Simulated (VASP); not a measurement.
Write the native input for VASP 6.6.1 that does the following.

```
Task                   : single point
Functional             : PBE
Potentials or basis    : VASP PAW PBE potentials, release 64 (C)
Cutoff                 : 520 eV
k mesh                 : 14 × 14 × 14
Occupations            : fermi-dirac, width 0.05 eV
Spin                   : no spin polarisation
Dipole correction      : no
Further INCAR settings : ALGO = Normal; EDIFF = 1e-06; NBANDS = 11
```

The structure of C lies in POSCAR:

```
C
1.0
    1.2280287114      0.7090027071      3.3470114498
   -1.2280287114      0.7090027071      3.3470114498
    0.0000000000     -1.4180054142      3.3470114498
C
2
Direct
    0.7352000000      0.8852000000      0.8852000000
    0.2648000000      0.1148000000      0.1148000000
```

This cell differs from its parent crystal: shortest bond scaled by 0.7.

These files were run (other wordings do the same):

INCAR

```
PREC = Accurate
ENCUT = 520
EDIFF = 1E-6
ISMEAR = -1
SIGMA = 0.05
LREAL = F
LASPH = T
NELM = 100
ALGO = Normal
ISIF = 2
LWAVE = F
LCHARG = T
GGA = PE
LELF = T
LVHAR = T
NBANDS = 11
```

KPOINTS

```
Automatic mesh
0
Gamma
  14 14 14
```

Potentials or basis: VASP PAW PBE potentials, release 64 (C).

Run with:

```sh
$ cat potpaw_PBE.64/C/POTCAR > POTCAR
$ mpirun -np 1 vasp_std > vasp.out
```

Results of the run:

```
Pressure               : 140.8 GPa
Largest force          : 53.347 eV/Å
Band gap on the k mesh : zero (bands 4 and 5 overlap by 0.08 eV)
```

Caveat: the cell differs from its parent crystal (shortest bond scaled by 0.7); atoms lie so close that the PAW spheres overlap strongly, which falsifies energies and pressures; the cell stands under pressure; this functional lacks dispersion, which binds the layers, so the pressure and a relaxed spacing across them are unreliable; forces of over 1 eV/Å act on the atoms, so gaps and moduli don't describe the material at rest.

It took 5.8 min on 1 thread of AMD EPYC 7R13 (shared host), peak memory 0.21 GiB.
